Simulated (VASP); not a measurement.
# NaI (Fm-3m) in VASP: further runs

NaI is run at these levels: PBE; tasks: single point.

All numbers are computed with VASP 6.6.1; they aren't measurements. Logs are shortened: lines on timing, memory, paths and dates and some standing lists are left out, and cuts for length are marked.

## Step 1: The cell of the first run

It takes space group Fm-3m (No. 225, cubic). The conventional cell has a = 6.326 Å, b = 6.326 Å, c = 6.326 Å, α = 90.00°, β = 90.00°, γ = 90.00°. Na (site symmetry m-3m) has 6 I at 3.16 Å within 4.2 Å. Within 4.2 Å of I (site symmetry m-3m) lie 6 Na at 3.16 Å.

## Step 2: Single point, PBE (volume scaled by 0.91)

Contents of INCAR:

```
  PREC = Accurate
  ENCUT = 520
  EDIFF = 1E-6
  ISMEAR = 0
  SIGMA = 0.02
  LREAL = False
  LASPH = True
  NELM = 60
  ALGO = Normal
  ISIF = 2
  LWAVE = False
  LCHARG = False
  GGA = PE
  NBANDS = 14
```

Contents of KPOINTS:

```
regular mesh
0
Gamma
  6 6 6
```

Contents of POSCAR:

```
NaI
1.0
    0.0000000000      3.1630799003      3.1630799003
    3.1630799003      0.0000000000      3.1630799003
    3.1630799003      3.1630799003      0.0000000000
Na I
1 1
Direct
    0.0000000000      0.0000000000      0.0000000000
    0.5000000000      0.5000000000      0.5000000000
```

Potentials or basis: VASP PAW PBE potentials, release 64 (Na_pv, I).

Command:

```console
$ cat potpaw_PBE.64/Na_pv/POTCAR potpaw_PBE.64/I/POTCAR > POTCAR
$ mpirun -np 1 vasp_std > vasp.out
```

OUTCAR:

```text
PREC = Accurate
   ENCUT = 520
   EDIFF = 1E-6
   ISMEAR = 0
   LREAL = False
   LASPH = True
   NELM = 60
   ISIF = 2
   GGA = PE

 ion  position               nearest neighbor table
   1  0.000  0.000  0.000-   2 3.16   2 3.16   2 3.16   2 3.16   2 3.16   2 3.16
   2  0.500  0.500  0.500-   1 3.16   1 3.16   1 3.16   1 3.16   1 3.16   1 3.16

  LATTYP: Found a face centered cubic cell.
 ALAT       =     6.3261598006

  Lattice vectors:

 A1 = (   0.0000000000,   3.1630799003,   3.1630799003)
 A2 = (   3.1630799003,   0.0000000000,   3.1630799003)
 A3 = (   3.1630799003,   3.1630799003,   0.0000000000)

Analysis of symmetry for initial positions (statically):
=====================================================================
 Subroutine PRICEL returns:
 Original cell was already a primitive cell.

 Routine SETGRP: Setting up the symmetry group for a
 face centered cubic supercell.

 Subroutine GETGRP returns: Found 48 space group operations
 (whereof 48 operations were pure point group operations)
 out of a pool of 48 trial point group operations.

The static configuration has the point symmetry O_h .

Analysis of symmetry for dynamics (positions and initial velocities):
=====================================================================
 Subroutine PRICEL returns:
 Original cell was already a primitive cell.

 Routine SETGRP: Setting up the symmetry group for a
 face centered cubic supercell.

 Subroutine GETGRP returns: Found 48 space group operations
 (whereof 48 operations were pure point group operations)
 out of a pool of 48 trial point group operations.

The dynamic configuration has the point symmetry O_h .

 Subroutine INISYM returns: Found 48 space group operations
 (whereof 48 operations are pure point group operations),
 and found     1 'primitive' translations

----------------------------------------------------------------------------------------

                                     Primitive cell

  volume of cell :      63.2937

  direct lattice vectors                    reciprocal lattice vectors
     0.000000000  3.163079900  3.163079900    -0.158073781  0.158073781  0.158073781
     3.163079900  0.000000000  3.163079900     0.158073781 -0.158073781  0.158073781
     3.163079900  3.163079900  0.000000000     0.158073781  0.158073781 -0.158073781

  length of vectors
     4.473270494  4.473270494  4.473270494     0.273791820  0.273791820  0.273791820

  position of ions in fractional coordinates (direct lattice)
     0.000000000  0.000000000  0.000000000
     0.500000000  0.500000000  0.500000000

  ion indices of the primitive-cell ions
   primitive index   ion index
                 1           1
                 2           2

----------------------------------------------------------------------------------------

 KPOINTS: regular mesh

Automatic generation of k-mesh.
 Grid dimensions read from file:
 generate k-points for:    6    6    6

 Generating k-lattice:

  Cartesian coordinates                     Fractional coordinates (reciprocal lattice)
    -0.026345630  0.026345630  0.026345630     0.166666667  0.000000000  0.000000000
     0.026345630 -0.026345630  0.026345630     0.000000000  0.166666667  0.000000000
     0.026345630  0.026345630 -0.026345630     0.000000000  0.000000000  0.166666667

  Length of vectors
     0.045631970  0.045631970  0.045631970

  Shift w.r.t. Gamma in fractional coordinates (k-lattice)
     0.000000000  0.000000000  0.000000000

 Subroutine IBZKPT returns following result:
 ===========================================

 Found     16 irreducible k-points:

 Following reciprocal coordinates:
            Coordinates               Weight
  0.000000  0.000000  0.000000      1.000000
  0.166667  0.000000  0.000000      8.000000
  0.333333  0.000000  0.000000      8.000000
  0.500000  0.000000  0.000000      4.000000
  0.166667  0.166667  0.000000      6.000000
  0.333333  0.166667  0.000000     24.000000
[... 8 lines left out ...]
 -0.333333  0.333333  0.166667     24.000000
 -0.333333  0.500000  0.166667     12.000000
   k-points           NKPTS =     16   k-points in BZ     NKDIM =     16   number of bands    NBANDS=     14
   number of dos      NEDOS =    301   number of ions     NIONS =      2
   total plane-waves  NPLWV =  46656
   dimension x,y,z NGX =    36 NGY =   36 NGZ =   36
   dimension x,y,z NGXF=    72 NGYF=   72 NGZF=   72
   ions per type =               1   1
   NGX,Y,Z   is equivalent  to a cutoff of  13.38, 13.38, 13.38 a.u.
   NGXF,Y,Z  is equivalent  to a cutoff of  26.76, 26.76, 26.76 a.u.
 SYSTEM =  unknown system
   PREC   = accura    normal or accurate (medium, high low for compatibility)
   ISTART =      0    job   : 0-new  1-cont  2-samecut
   ICHARG =      2    charge: 1-file 2-atom 10-const
   ISPIN  =      1    spin polarized calculation?
   LNONCOLLINEAR =      F non collinear calculations
   LSORBIT =      F    spin-orbit coupling
   LASPH  =      T    aspherical Exc in radial PAW
   ENCUT  =  520.0 eV  38.22 Ry    6.18 a.u.   8.32  8.32  8.32*2*pi/ulx,y,z
   NELM   =     60;   NELMIN=  2; NELMDL= -5     # of ELM steps
   EDIFF  = 0.1E-05   stopping-criterion for ELM
   LREAL  =      F    real-space projection
   EDIFFG = 0.1E-04   stopping-criterion for IOM
   NSW    =      0    number of steps for IOM
   IBRION =     -1    ionic relax: 0-MD 1-quasi-New 2-CG
   NFREE  =      0    steps in history (QN), initial steepest desc. (CG)
   ISIF   =      2    stress and relaxation
   ISYM   =      2    0-nonsym 1-usesym 2-fastsym
   POTIM  = 0.5000    time-step for ionic-motion
   TEBEG  =    0.0;   TEEND  =   0.0 temperature during run
   PSTRESS=    0.0 pullay stress
   NELECT =      14.0000    total number of electrons
   NUPDOWN=      -1.0000    fix difference up-down
   EMIN   =  10.00;   EMAX   =-10.00  energy-range for DOS
   EFERMI =   0.00;   METHOD = LEGACY
   ISMEAR =     0;   SIGMA  =   0.02  broadening in eV -4-tet -1-fermi 0-gaus
   EFERMI_NEDOS =   21; number of points for ismear=-14 and -15
   IALGO  =     38    algorithm
   IMIX   =      4    mixing-type and parameters
     AMIX     =   0.40;   BMIX     =  1.00
     AMIX_MAG =   1.60;   BMIX_MAG =  1.00
  volume/ion in A,a.u.               =      31.65       213.56
  Fermi-wavevector in a.u.,A,eV,Ry     =   0.990066  1.870953 13.336840  0.980230
  Thomas-Fermi vector in A             =   2.121709
   LORBIT       =      0    0 simple, 1 ext, 2 COOP (PROOUT), +10 PAW based schemes
   GGA     = PE    functional components
   LHFCALC =     F    Hartree Fock is set to
   AEXX    =    0.0000 exact exchange contribution
   IVDW    =     0    specifies the selected vdW correction
   LEPSILON=     F    determine dielectric tensor
   LRPA    =     F    only Hartree local field effects (RPA)
 non-spin polarized calculation
 Gauss-broadening in eV      SIGMA  =   0.02
  energy-cutoff  :      520.00
  volume of cell :       63.29
 maximum number of plane-waves:      1724
 NGX is ok and might be reduce to    36
   NGX = 17   NGY = 17   NGZ = 17

 number of electron      14.0000006 magnetization

 Free energy of the ion-electron system (eV)
  ---------------------------------------------------
  ext. energy  EPLUGINS =         0.00000000
  ---------------------------------------------------
  free energy    TOTEN  =        -5.35433805 eV

  energy without entropy =       -5.35433805  energy(sigma->0) =       -5.35433805

 E-fermi :   1.4974     XC(G=0):  -7.9851

 val. band max:        1.3067891779   @ k =   0.0000   0.0000   0.0000
 cond. band min:       5.1418763346   @ k =   0.0000   0.0000   0.0000
 fundamental gap:      3.8350871568
 Fermi energy:         1.4974134147

 k-point     1 :       0.0000    0.0000    0.0000
  band No.  band energies     occupation
      1     -21.0639      2.00000
      2     -21.0639      2.00000
      3     -21.0639      2.00000
      4      -9.9002      2.00000
      5       1.3068      2.00000
      6       1.3068      2.00000
      7       1.3068      2.00000
      8       5.1419      0.00000
      9       9.2305      0.00000
     10       9.2305      0.00000
     11       9.2305      0.00000
     12      11.1657      0.00000
     13      11.1657      0.00000
     14      11.7805      0.00000

 k-point     2 :       0.1667    0.0000    0.0000
  band No.  band energies     occupation
      1     -21.0658      2.00000
      2     -21.0640      2.00000
      3     -21.0640      2.00000
      4      -9.8103      2.00000
      5       0.4873      2.00000
      6       1.2190      2.00000
      7       1.2190      2.00000
      8       5.9868      0.00000
      9       8.7791      0.00000
     10       9.4519      0.00000
     11       9.4519      0.00000
     12      10.6583      0.00000
     13      10.6583      0.00000
     14      12.3512      0.00000

 k-point     3 :       0.3333    0.0000    0.0000
  band No.  band energies     occupation
      1     -21.0696      2.00000
      2     -21.0642      2.00000
      3     -21.0642      2.00000
      4      -9.6177      2.00000
      5      -0.6604      2.00000
      6       1.0562      2.00000
      7       1.0562      2.00000
      8       6.4860      0.00000
      9       9.0646      0.00000
     10       9.0646      0.00000
     11       9.6481      0.00000
     12      11.6359      0.00000
     13      11.7322      0.00000
     14      11.7322      0.00000
[... 188 lines left out ...]
 k-point    15 :      -0.3333    0.3333    0.1667
  band No.  band energies     occupation
      1     -21.0692      2.00000
      2     -21.0670      2.00000
      3     -21.0655      2.00000
      4      -9.4370      2.00000
      5      -0.6233      2.00000
      6      -0.0206      2.00000
      7       0.5695      2.00000
      8       7.4506      0.00000
      9       8.0385      0.00000
     10       9.3392      0.00000
     11       9.9836      0.00000
     12      11.9524      0.00000
     13      13.4420      0.00000
     14      14.5779      0.00000

 k-point    16 :      -0.3333    0.5000    0.1667
  band No.  band energies     occupation
      1     -21.0687      2.00000
      2     -21.0670      2.00000
      3     -21.0664      2.00000
      4      -9.4133      2.00000
      5      -0.5726      2.00000
      6       0.0556      2.00000
      7       0.3009      2.00000
      8       6.7793      0.00000
      9       7.7765      0.00000
     10      10.0866      0.00000
     11      10.1482      0.00000
     12      13.3286      0.00000
     13      14.1205      0.00000
     14      14.3363      0.00000

------------------------ aborting loop because EDIFF is reached ----------------------------------------

  FORCE on cell =-STRESS in cart. coord.  units (eV):
  Direction    XX          YY          ZZ          XY          YZ          ZX
  --------------------------------------------------------------------------------------
  -------------------------------------------------------------------------------------
  Total        0.7211860      0.7211860      0.7211860      0.0000000      0.0000000      0.0000000
  in kB       18.2556540     18.2556540     18.2556540      0.0000000      0.0000000      0.0000000
  external PRESSURE =      18.2556540 kB  Pullay stress =       0.0000000 kB

 VOLUME and BASIS-vectors are now :
 -----------------------------------------------------------------------------
  energy-cutoff  :      520.00
  volume of cell :       63.29
      direct lattice vectors                 reciprocal lattice vectors
     0.000000000  3.163079900  3.163079900    -0.158073781  0.158073781  0.158073781
     3.163079900  0.000000000  3.163079900     0.158073781 -0.158073781  0.158073781
     3.163079900  3.163079900  0.000000000     0.158073781  0.158073781 -0.158073781

 POSITION                                       TOTAL-FORCE (eV/Angst)
 -----------------------------------------------------------------------------------
      0.00000      0.00000      0.00000         0.000000      0.000000      0.000000
      3.16308      3.16308      3.16308         0.000000      0.000000     -0.000000
 -----------------------------------------------------------------------------------
    total drift:                                0.000000      0.000000      0.000000

  FREE ENERGIE OF THE ION-ELECTRON SYSTEM (eV)
  ---------------------------------------------------
  free  energy   TOTEN  =        -5.3543380548 eV

  energy  without entropy=       -5.3543380548  energy(sigma->0) =       -5.35433805
```

It took 7.2 s on 1 thread of Intel Xeon 6975P-C (Granite Rapids), shared host; peak memory 0.2 GiB.

Results:

```
Free energy            : -5.3543 eV
Pressure               : 1.8 GPa
Band gap on the k mesh : 3.84 eV, direct
```

Levels at points of the mesh, in eV from the valence-band top:
```tsv
k point	band 5	band 6	band 7	band 8	band 9	band 10
(0.00, 0.00, 0.00)	0.00	0.00	0.00	3.84	7.92	7.92
(0.50, 0.00, 0.00)	-2.44	-0.33	-0.33	5.11	7.50	7.50
(0.50, 0.50, 0.00)	-2.14	-0.84	-0.84	4.54	5.42	10.32
```

Caveat: spin-orbit coupling is left out, which moves the levels of the heavy elements.

## Step 3: Single point, PBE (volume scaled by 0.88)

Contents of INCAR:

```
ALGO = Normal
EDIFF = 1E-6
ENCUT = 520
GGA = PE
ISIF = 2
ISMEAR = 0
LASPH = T
LCHARG = F
LREAL = F
LWAVE = F
NBANDS = 14
NELM = 80
PREC = Accurate
SIGMA = 0.02
```

Contents of KPOINTS:

```
k-points
0
Gamma
  6 6 6
```

Contents of POSCAR:

```
NaI
1.0
    0.0000000000      3.1279316588      3.1279316588
    3.1279316588      0.0000000000      3.1279316588
    3.1279316588      3.1279316588      0.0000000000
Na I
1 1
Direct
    0.0000000000      0.0000000000      0.0000000000
    0.5000000000      0.5000000000      0.5000000000
```

Potentials or basis: VASP PAW PBE potentials, release 64 (Na_pv, I).

Command:

```console
$ cat potpaw_PBE.64/Na_pv/POTCAR potpaw_PBE.64/I/POTCAR > POTCAR
$ mpirun -np 1 vasp_std > vasp.out
```

Wall time 7.3 s (1 thread of Intel Xeon 6975P-C (Granite Rapids), shared host); peak memory 0.19 GiB.

It converged, with:

| Item | Value |
| --- | --- |
| Free energy | -5.3253 eV |
| Pressure | 2.7 GPa |
| Band gap on the k mesh | 3.94 eV, direct |

Levels at points of the mesh, in eV from the valence-band top:
```
           k point  band 3  band 4  band 5  band 6  band 7  band 8  band 9  band 10  band 11  band 12
(0.00, 0.00, 0.00)  -22.35  -11.31    0.00    0.00    0.00    3.94    7.92     7.92     7.92     9.91
(0.50, 0.00, 0.00)  -22.35  -10.88   -2.57   -0.35   -0.35    5.11    7.52     7.52     9.50    10.56
(0.50, 0.50, 0.00)  -22.35  -10.78   -2.26   -0.89   -0.89    4.56    5.35    10.55    11.90    11.93
```

Caveat: spin-orbit coupling is left out, which moves the levels of the heavy elements.

## Step 4: Single point, PBE (volume scaled by 0.94)

Contents of INCAR:

```
  ALGO = Normal
  EDIFF = 1E-6
  ENCUT = 520
  GGA = PE
  ISIF = 2
  ISMEAR = 0
  LASPH = T
  LCHARG = F
  LREAL = F
  LWAVE = F
  NBANDS = 14
  NELM = 60
  PREC = Accurate
  SIGMA = 0.02
```

KPOINTS is that of step 3.

Contents of POSCAR:

```
NaI
1.0
    0.0000000000      3.1974638974      3.1974638974
    3.1974638974      0.0000000000      3.1974638974
    3.1974638974      3.1974638974      0.0000000000
Na I
1 1
Direct
    0.0000000000      0.0000000000      0.0000000000
    0.5000000000      0.5000000000      0.5000000000
```

Potentials or basis: VASP PAW PBE potentials, release 64 (Na_pv, I).

Command:

```console
$ cat potpaw_PBE.64/Na_pv/POTCAR potpaw_PBE.64/I/POTCAR > POTCAR
$ mpirun -np 1 vasp_std > vasp.out
```

OUTCAR:

```text
EDIFF = 1E-6
   ENCUT = 520
   GGA = PE
   ISIF = 2
   ISMEAR = 0
   LASPH = T
   LREAL = F
   NELM = 60
   PREC = Accurate

 ion  position               nearest neighbor table
   1  0.000  0.000  0.000-
   2  0.500  0.500  0.500-

  LATTYP: Found a face centered cubic cell.
 ALAT       =     6.3949277948

  Lattice vectors:

 A1 = (   0.0000000000,   3.1974638974,   3.1974638974)
 A2 = (   3.1974638974,   0.0000000000,   3.1974638974)
[... 445 lines left out ...]
     14      13.9034      0.00000

------------------------ aborting loop because EDIFF is reached ----------------------------------------

  FORCE on cell =-STRESS in cart. coord.  units (eV):
  Direction    XX          YY          ZZ          XY          YZ          ZX
  --------------------------------------------------------------------------------------
  -------------------------------------------------------------------------------------
  Total        0.4573859      0.4573859      0.4573859      0.0000000      0.0000000     -0.0000000
  in kB       11.2084721     11.2084721     11.2084721      0.0000000      0.0000000     -0.0000000
  external PRESSURE =      11.2084721 kB  Pullay stress =       0.0000000 kB

 VOLUME and BASIS-vectors are now :
 -----------------------------------------------------------------------------
  energy-cutoff  :      520.00
  volume of cell :       65.38
      direct lattice vectors                 reciprocal lattice vectors
     0.000000000  3.197463897  3.197463897    -0.156373931  0.156373931  0.156373931
     3.197463897  0.000000000  3.197463897     0.156373931 -0.156373931  0.156373931
     3.197463897  3.197463897  0.000000000     0.156373931  0.156373931 -0.156373931

 POSITION                                       TOTAL-FORCE (eV/Angst)
 -----------------------------------------------------------------------------------
      0.00000      0.00000      0.00000         0.000000     -0.000000     -0.000000
      3.19746      3.19746      3.19746        -0.000000      0.000000      0.000000
 -----------------------------------------------------------------------------------
    total drift:                                0.000000      0.000000      0.000000

  FREE ENERGIE OF THE ION-ELECTRON SYSTEM (eV)
  ---------------------------------------------------
  free  energy   TOTEN  =        -5.3733458302 eV

  energy  without entropy=       -5.3733458302  energy(sigma->0) =       -5.37334583
```

stdout:

```text
POSCAR found type information on POSCAR NaI
 POSCAR found :  2 types and       2 ions
 scaLAPACK will be used
 LDA part: xc-table for (Slater+PW92), standard interpolation
 POSCAR, INCAR and KPOINTS ok, starting setup
 FFT: planning ... GRIDC
 FFT: planning ... GRID_SOFT
 FFT: planning ... GRID
 WAVECAR not read
 entering main loop
```

It took 6.9 s on 1 thread of Intel Xeon 6975P-C (Granite Rapids), shared host; peak memory 0.2 GiB.

Results:

```yaml
Free_energy: -5.3733 eV
Pressure: 1.1 GPa
Band_gap_on_the_k_mesh: 3.74 eV, direct
```

Caveat: spin-orbit coupling is left out, which moves the levels of the heavy elements.

## Step 5: Overview

| cell | gap on the mesh (eV) | pressure (GPa) |
| --- | --- | --- |
| a = 4.473 Å, angles 60.0°, 2 atoms | 3.84 | 1.8 |
| a = 4.424 Å, angles 60.0°, 2 atoms | 3.94 | 2.7 |
| a = 4.522 Å, angles 60.0°, 2 atoms | 3.74 | 1.1 |

Alike in all rows: task single point; level PBE; potentials or basis VASP PAW PBE potentials, release 64 (Na_pv, I); no spin polarisation; k mesh 6 × 6 × 6; cutoff (eV) 520; smearing gaussian 0.02 eV.

Caveats: spin-orbit coupling is left out, which moves the levels of the heavy elements.

Absolute energies hang on the potentials; compare differences alone.
